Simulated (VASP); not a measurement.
Runs of VASP 6.6.1 on PbSe. The structure is that of space group P6_3/mmc (No. 194), or close to it. The cells are those of the table. 

```csv
cell,smearing,gap on the mesh (eV),pressure (GPa)
"a = 4.271, b = 4.271, c = 7.562 Å, angles 90.0, 90.0, 120.0°, 4 atoms",gaussian 0.05 eV,0.08,0.9
"a = 4.205, b = 4.205, c = 7.524 Å, angles 90.0, 90.0, 120.0°, 4 atoms",gaussian 0.05 eV,none,(a)
"a = 4.341, b = 4.341, c = 7.618 Å, angles 90.0, 90.0, 120.0°, 4 atoms",gaussian 0.05 eV,0.08,(b)
"a = 4.307, b = 4.307, c = 7.588 Å, angles 90.0, 90.0, 120.0°, 4 atoms",gaussian 0.05 eV,0.12,0.0
"a = 4.307, b = 4.307, c = 7.588 Å, angles 90.0, 90.0, 120.0°, 4 atoms",tetrahedron,0.12,0.0
"a = 4.375, b = 4.375, c = 7.648 Å, angles 90.0, 90.0, 120.0°, 4 atoms",gaussian 0.05 eV,(c),-1.6
"a = 4.234, b = 4.234, c = 7.538 Å, angles 90.0, 90.0, 120.0°, 4 atoms",gaussian 0.05 eV,0.03,2.0
```

Alike in all rows: task single point; level PBE; potentials or basis VASP PAW PBE potentials, release 64 (Pb_d, Se); no spin polarisation; k mesh 8 × 8 × 6; cutoff (eV) 520.

Question: Estimate the missing entries.

Answer: (a) 2.8; (b) -0.9; (c) 0.04.

Caveats: spin-orbit coupling is left out, which moves the levels of the heavy elements; semilocal functionals underestimate gaps, and a narrow one can read as zero (at least some runs).

A k mesh can miss the band edges, and the runs leave out spin-orbit coupling on Pb, Se.

A gap of «none» marks levels without a gap at the run's occupations.
